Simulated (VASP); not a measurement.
# Ta6H in VASP: single point with PBE

Aim: the single point of Ta6H with PBE.

Program: VASP 6.6.1. These are calculated values, not measurements. Logs are shortened: lines on timing, memory, paths and dates and some standing lists are left out, and cuts for length are marked.

**1. The cell of the first run**

The cell holds a slab with vacuum, 14 atoms: a = 5.720 Å, b = 5.720 Å, c = 23.421 Å, α = 90.00°, β = 90.00°, γ = 109.47°.

**2. Single point, PBE**

The input, INCAR:

```
SYSTEM = Ta6H
PREC     = Accurate       ! precision mode
ENCUT    = 520            ! plane-wave cutoff, eV
EDIFF    = 1E-7           ! SCF threshold, eV
ISMEAR   = -1             ! smearing method
SIGMA    = 0.05           ! smearing width, eV
LREAL    = .False.        ! projectors in reciprocal space
LASPH    = .True.         ! aspherical terms in the spheres
NELM     = 80             ! most SCF steps
ALGO     = Normal         ! electronic algorithm
ISIF     = 2              ! what is computed and relaxed
LWAVE    = .False.        ! write WAVECAR
LCHARG   = .True.         ! write CHGCAR
LDIPOL   = .True.       
IDIPOL   = 3            
DIPOL    = 0.5 0.5 0.474
GGA      = PE             ! functional
LELF     = .True.         ! ELF
LVHAR    = .True.       
LVACPOTAV= .True.       
NBANDS   = 80             ! bands
```

The input, KPOINTS:

```
regular mesh
0
Gamma
  5 5 1
  0 0 0
```

The input, POSCAR:

```
Ta6H
1.0
    5.7202017150      0.0000000000      0.0000000000
   -1.9067339050      5.3930578966      0.0000000000
    0.0000000000      0.0000000000     23.4205251426
Ta H
12 2
Direct
    0.2500000000      0.2500000000      0.3415807268
    0.2500000000      0.7500000000      0.3415807268
    0.7500000000      0.2500000000      0.3415807268
    0.7500000000      0.7500000000      0.3415807268
    0.5000000000      0.5000000000      0.4412908126
    0.5000000000      0.0000000000      0.4412908126
    0.0000000000      0.5000000000      0.4412908126
    0.0000000000      0.0000000000      0.4412908126
    0.7500000000      0.7500000000      0.5410008984
    0.7500000000      0.2500000000      0.5410008984
    0.2500000000      0.7500000000      0.5410008984
    0.2500000000      0.2500000000      0.5410008984
    0.2500000000      0.2500000000      0.6528685864
    0.2500000000      0.2500000000      0.6848917795
```

Potentials or basis: VASP PAW PBE potentials, release 64 (Ta_pv, H).

Started as:

```console
$ cat potpaw_PBE.64/Ta_pv/POTCAR potpaw_PBE.64/H/POTCAR > POTCAR
$ mpirun -np 1 vasp_std > vasp.out
```

OUTCAR:

```text
SYSTEM = Ta6H
   PREC = Accurate
   ENCUT = 520
   EDIFF = 1E-7
   ISMEAR = -1
   LREAL = .False.
   LASPH = .True.
   NELM = 80
   ISIF = 2
   GGA = PE

 ion  position               nearest neighbor table
   1  0.250  0.250  0.342-   3 2.86   3 2.86   2 2.86   2 2.86   5 2.86   8 2.86   4 3.30   4 3.30
                             6 3.30   7 3.30
   2  0.250  0.750  0.342-   4 2.86   4 2.86   1 2.86   1 2.86   6 2.86   7 2.86   3 3.30   3 3.30
                             8 3.30   5 3.30
   3  0.750  0.250  0.342-   1 2.86   1 2.86   4 2.86   4 2.86   6 2.86   7 2.86   2 3.30   2 3.30
                             8 3.30   5 3.30
   4  0.750  0.750  0.342-   2 2.86   2 2.86   3 2.86   3 2.86   5 2.86   8 2.86   1 3.30   1 3.30
                             6 3.30   7 3.30
   5  0.500  0.500  0.441-   7 2.86   7 2.86   6 2.86   6 2.86   9 2.86  12 2.86   1 2.86   4 2.86
                             8 3.30   8 3.30  10 3.30  11 3.30   3 3.30   2 3.30
   6  0.500  0.000  0.441-   8 2.86   8 2.86   5 2.86   5 2.86  10 2.86  11 2.86   2 2.86   3 2.86
                             7 3.30   7 3.30  12 3.30   9 3.30   1 3.30   4 3.30
   7  0.000  0.500  0.441-   5 2.86   5 2.86   8 2.86   8 2.86  10 2.86  11 2.86   2 2.86   3 2.86
                             6 3.30   6 3.30  12 3.30   9 3.30   1 3.30   4 3.30
   8  0.000  0.000  0.441-   6 2.86   6 2.86   7 2.86   7 2.86   9 2.86  12 2.86   1 2.86   4 2.86
                             5 3.30   5 3.30  10 3.30  11 3.30   3 3.30   2 3.30
   9  0.750  0.750  0.541-  11 2.86  11 2.86  10 2.86  10 2.86   5 2.86   8 2.86  12 3.30  12 3.30
                             7 3.30   6 3.30
  10  0.750  0.250  0.541-  12 2.86  12 2.86   9 2.86   9 2.86   6 2.86   7 2.86  11 3.30  11 3.30
                             5 3.30   8 3.30
  11  0.250  0.750  0.541-   9 2.86   9 2.86  12 2.86  12 2.86   6 2.86   7 2.86  10 3.30  10 3.30
                             5 3.30   8 3.30
  12  0.250  0.250  0.541-  10 2.86  10 2.86  11 2.86  11 2.86   5 2.86   8 2.86   9 3.30   9 3.30
                             7 3.30   6 3.30
  13  0.250  0.250  0.653-  14 0.75
  14  0.250  0.250  0.685-  13 0.75

  LATTYP: Found a base centered orthorhombic cell.
 ALAT       =     6.6051200000
 B/A-ratio  =     1.4142135624
 C/A-ratio  =     3.5458137237

  Lattice vectors:

 A1 = (   5.7202017150,   0.0000000000,   0.0000000000)
 A2 = (  -1.9067339050,   5.3930578966,   0.0000000000)
 A3 = (   0.0000000000,   0.0000000000,  23.4205251426)

Analysis of symmetry for initial positions (statically):
=====================================================================
 Subroutine PRICEL returns:
 Original cell was already a primitive cell.

 Routine SETGRP: Setting up the symmetry group for a
 base centered orthorhombic supercell.

 Subroutine GETGRP returns: Found  4 space group operations
 (whereof  2 operations were pure point group operations)
 out of a pool of  8 trial point group operations.

The static configuration has the point symmetry C_1h.
 The point group associated with its full space group is C_2v.

Analysis of symmetry for dynamics (positions and initial velocities):
=====================================================================
 Subroutine PRICEL returns:
 Original cell was already a primitive cell.

 Routine SETGRP: Setting up the symmetry group for a
 base centered orthorhombic supercell.

 Subroutine GETGRP returns: Found  4 space group operations
 (whereof  2 operations were pure point group operations)
 out of a pool of  8 trial point group operations.

The dynamic configuration has the point symmetry C_1h.
 The point group associated with its full space group is C_2v.

 Subroutine INISYM returns: Found  4 space group operations
 (whereof  2 operations are pure point group operations),
 and found     1 'primitive' translations

----------------------------------------------------------------------------------------

                                     Primitive cell

  volume of cell :     722.5087

  direct lattice vectors                    reciprocal lattice vectors
     5.720201715  0.000000000  0.000000000     0.174819010  0.061807854  0.000000000
    -1.906733905  5.393057897  0.000000000     0.000000000  0.185423561  0.000000000
     0.000000000  0.000000000 23.420525143     0.000000000  0.000000000  0.042697591

  length of vectors
     5.720201715  5.720201715 23.420525143     0.185423561  0.185423561  0.042697591

  position of ions in fractional coordinates (direct lattice)
     0.250000000  0.250000000  0.341580727
     0.250000000  0.750000000  0.341580727
     0.750000000  0.250000000  0.341580727
     0.750000000  0.750000000  0.341580727
     0.500000000  0.500000000  0.441290813
     0.500000000  0.000000000  0.441290813
     0.000000000  0.500000000  0.441290813
     0.000000000  0.000000000  0.441290813
     0.750000000  0.750000000  0.541000898
     0.750000000  0.250000000  0.541000898
     0.250000000  0.750000000  0.541000898
     0.250000000  0.250000000  0.541000898
     0.250000000  0.250000000  0.652868586
     0.250000000  0.250000000  0.684891779

  ion indices of the primitive-cell ions
   primitive index   ion index
                 1           1
                 2           2
                 3           3
                 4           4
                 5           5
                 6           6
                 7           7
                 8           8
                 9           9
                10          10
                11          11
                12          12
                13          13
                14          14

----------------------------------------------------------------------------------------

 KPOINTS: regular mesh

Automatic generation of k-mesh.
 Grid dimensions read from file:
 generate k-points for:    5    5    1

 Generating k-lattice:

  Cartesian coordinates                     Fractional coordinates (reciprocal lattice)
     0.034963802  0.012361571  0.000000000     0.200000000  0.000000000  0.000000000
     0.000000000  0.037084712  0.000000000     0.000000000  0.200000000  0.000000000
     0.000000000  0.000000000  0.042697591     0.000000000  0.000000000  1.000000000

  Length of vectors
     0.037084712  0.037084712  0.042697591

  Shift w.r.t. Gamma in fractional coordinates (k-lattice)
     0.000000000  0.000000000  0.000000000

 Subroutine IBZKPT returns following result:
 ===========================================

 Found      9 irreducible k-points:

 Following reciprocal coordinates:
            Coordinates               Weight
  0.000000  0.000000  0.000000      1.000000
  0.200000  0.000000  0.000000      4.000000
  0.400000  0.000000  0.000000      4.000000
  0.200000  0.200000  0.000000      2.000000
  0.400000  0.200000  0.000000      4.000000
 -0.400000  0.200000  0.000000      4.000000
 -0.200000  0.200000  0.000000      2.000000
  0.400000  0.400000  0.000000      2.000000
 -0.400000  0.400000  0.000000      2.000000
   k-points           NKPTS =      9   k-points in BZ     NKDIM =      9   number of bands    NBANDS=     80
   number of dos      NEDOS =    301   number of ions     NIONS =     14
   total plane-waves  NPLWV = 414720
   dimension x,y,z NGX =    48 NGY =   48 NGZ =  180
   dimension x,y,z NGXF=    96 NGYF=   96 NGZF=  360
   ions per type =              12   2
   NGX,Y,Z   is equivalent  to a cutoff of  13.95, 13.95, 12.78 a.u.
   NGXF,Y,Z  is equivalent  to a cutoff of  27.90, 27.90, 25.55 a.u.
 SYSTEM =  Ta6H
   PREC   = accura    normal or accurate (medium, high low for compatibility)
   ISTART =      0    job   : 0-new  1-cont  2-samecut
   ICHARG =      2    charge: 1-file 2-atom 10-const
   ISPIN  =      1    spin polarized calculation?
   LNONCOLLINEAR =      F non collinear calculations
   LSORBIT =      F    spin-orbit coupling
   LASPH  =      T    aspherical Exc in radial PAW
   ENCUT  =  520.0 eV  38.22 Ry    6.18 a.u.  10.64 10.64 43.55*2*pi/ulx,y,z
   NELM   =     80;   NELMIN=  2; NELMDL= -5     # of ELM steps
   EDIFF  = 0.1E-06   stopping-criterion for ELM
   LREAL  =      F    real-space projection
   EDIFFG = 0.1E-05   stopping-criterion for IOM
   NSW    =      0    number of steps for IOM
   IBRION =     -1    ionic relax: 0-MD 1-quasi-New 2-CG
   NFREE  =      0    steps in history (QN), initial steepest desc. (CG)
   ISIF   =      2    stress and relaxation
   ISYM   =      2    0-nonsym 1-usesym 2-fastsym
   POTIM  = 0.5000    time-step for ionic-motion
   TEBEG  =    0.0;   TEEND  =   0.0 temperature during run
   PSTRESS=    0.0 pullay stress
   NELECT =     134.0000    total number of electrons
   NUPDOWN=      -1.0000    fix difference up-down
   EMIN   =  10.00;   EMAX   =-10.00  energy-range for DOS
   EFERMI =   0.00;   METHOD = LEGACY
   ISMEAR =    -1;   SIGMA  =   0.05  broadening in eV -4-tet -1-fermi 0-gaus
   EFERMI_NEDOS =   21; number of points for ismear=-14 and -15
   IALGO  =     38    algorithm
   IMIX   =      4    mixing-type and parameters
     AMIX     =   0.40;   BMIX     =  1.00
     AMIX_MAG =   1.60;   BMIX_MAG =  1.00
  volume/ion in A,a.u.               =      51.61       348.27
  Fermi-wavevector in a.u.,A,eV,Ry     =   0.933603  1.764253 11.859027  0.871614
  Thomas-Fermi vector in A             =   2.060321
   LORBIT       =      0    0 simple, 1 ext, 2 COOP (PROOUT), +10 PAW based schemes
   GGA     = PE    functional components
   LHFCALC =     F    Hartree Fock is set to
   AEXX    =    0.0000 exact exchange contribution
   IVDW    =     0    specifies the selected vdW correction
   LEPSILON=     F    determine dielectric tensor
   LRPA    =     F    only Hartree local field effects (RPA)
 non-spin polarized calculation
  energy-cutoff  :      520.00
  volume of cell :      722.51
 maximum number of plane-waves:     19475
 NGX is ok and might be reduce to    48
   NGX = 21   NGY = 21   NGZ = 87

 dipolmoment           0.000000      0.000000      0.153239 electrons x Angstroem

 number of electron     134.0000001 magnetization

 dipolmoment           0.000000      0.000000     -0.073080 electrons x Angstroem

 Free energy of the ion-electron system (eV)
  ---------------------------------------------------
  ext. energy  EPLUGINS =         0.00000000
  ---------------------------------------------------
  free energy    TOTEN  =      -139.37358492 eV

  energy without entropy =     -139.26366440  energy(sigma->0) =     -139.31862466

 E-fermi :  -1.3695     XC(G=0):  -4.8601

 val. band max:       -1.3776536895   @ k =   0.2000   0.2000   0.0000
 cond. band min:      -1.3069559298   @ k =  -0.4000   0.2000   0.0000
 fundamental gap:      0.0706977597
 Fermi energy:        -1.3695167279

 k-point     1 :       0.0000    0.0000    0.0000
  band No.  band energies     occupation
      1     -35.8891      2.00000
      2     -35.8775      2.00000
      3     -35.8769      2.00000
      4     -35.8351      2.00000
      5     -35.8230      2.00000
      6     -35.7933      2.00000
[... 727 lines left out ...]
     78       0.1338      0.00000
     79       0.3301      0.00000
 [bands above 79 left out]

------------------------ aborting loop because EDIFF is reached ----------------------------------------

  FORCE on cell =-STRESS in cart. coord.  units (eV):
  Direction    XX          YY          ZZ          XY          YZ          ZX
  --------------------------------------------------------------------------------------
  -------------------------------------------------------------------------------------
  Total      -14.7492757    -14.4949720     -5.3483146      0.3596397      0.0000000      0.0000000
  in kB      -32.7068125    -32.1428890    -11.8599940      0.7975082      0.0000000      0.0000000
  external PRESSURE =     -25.5698985 kB  Pullay stress =       0.0000000 kB

 VOLUME and BASIS-vectors are now :
 -----------------------------------------------------------------------------
  energy-cutoff  :      520.00
  volume of cell :      722.51
      direct lattice vectors                 reciprocal lattice vectors
     5.720201715  0.000000000  0.000000000     0.174819010  0.061807854  0.000000000
    -1.906733905  5.393057897  0.000000000     0.000000000  0.185423561  0.000000000
     0.000000000  0.000000000 23.420525143     0.000000000  0.000000000  0.042697591

 POSITION                                       TOTAL-FORCE (eV/Angst)
 -----------------------------------------------------------------------------------
      0.95337      1.34826      8.00000         0.000000     -0.000000      0.318523
      0.00000      4.04479      8.00000         0.000000      0.000000      0.322168
      3.81347      1.34826      8.00000        -0.000000      0.000000      0.322168
      2.86010      4.04479      8.00000        -0.000000      0.000000      0.292329
      1.90673      2.69653     10.33526         0.004725      0.006683      0.009291
      2.86010      0.00000     10.33526         0.003461     -0.002448      0.023676
     -0.95337      2.69653     10.33526        -0.003461      0.002448      0.023676
      0.00000      0.00000     10.33526        -0.004725     -0.006683      0.009291
      2.86010      4.04479     12.67053        -0.000000      0.000000     -0.384524
      3.81347      1.34826     12.67053         0.000000      0.000000     -0.404605
      0.00000      4.04479     12.67053        -0.000000     -0.000000     -0.404605
      0.95337      1.34826     12.67053        -0.000000     -0.000000     -0.341730
      0.95337      1.34826     15.29053         0.000000      0.000000     -0.084557
      0.95337      1.34826     16.04053         0.000000      0.000000      0.298896
 -----------------------------------------------------------------------------------
    total drift:                               -0.000000     -0.000000      0.000017

  FREE ENERGIE OF THE ION-ELECTRON SYSTEM (eV)
  ---------------------------------------------------
  free  energy   TOTEN  =      -139.3735849199 eV

  energy  without entropy=     -139.2636644024  energy(sigma->0) =     -139.31862466

 vacuum level on the upper side and lower side of the slab         3.046         3.475
```

Run time: 51 min. Hardware: 1 thread of Oxide Virtual Turin-like, shared host; peak memory 0.96 GiB.

Results:

| Property | Result |
| --- | --- |
| Free energy | -139.3736 eV |
| Largest force | 0.405 eV/Å |
| Band gap on the k mesh | zero (band 67 reaches -0.82 eV, above the bottom of band 68 at -1.60 eV) |

Forces in eV/Å, atoms in the order of the input:
```
Ta   0.000  0.000  0.319
Ta   0.000  0.000  0.322
Ta   0.000  0.000  0.322
Ta   0.000  0.000  0.292
Ta   0.005  0.007  0.009
Ta   0.003 -0.002  0.024
Ta  -0.003  0.002  0.024
Ta  -0.005 -0.007  0.009
Ta   0.000  0.000 -0.385
Ta   0.000  0.000 -0.405
Ta   0.000  0.000 -0.405
Ta   0.000  0.000 -0.342
H    0.000  0.000 -0.085
H    0.000  0.000  0.299
```

Caveat: spin-orbit coupling is left out, which moves the levels of the heavy elements.
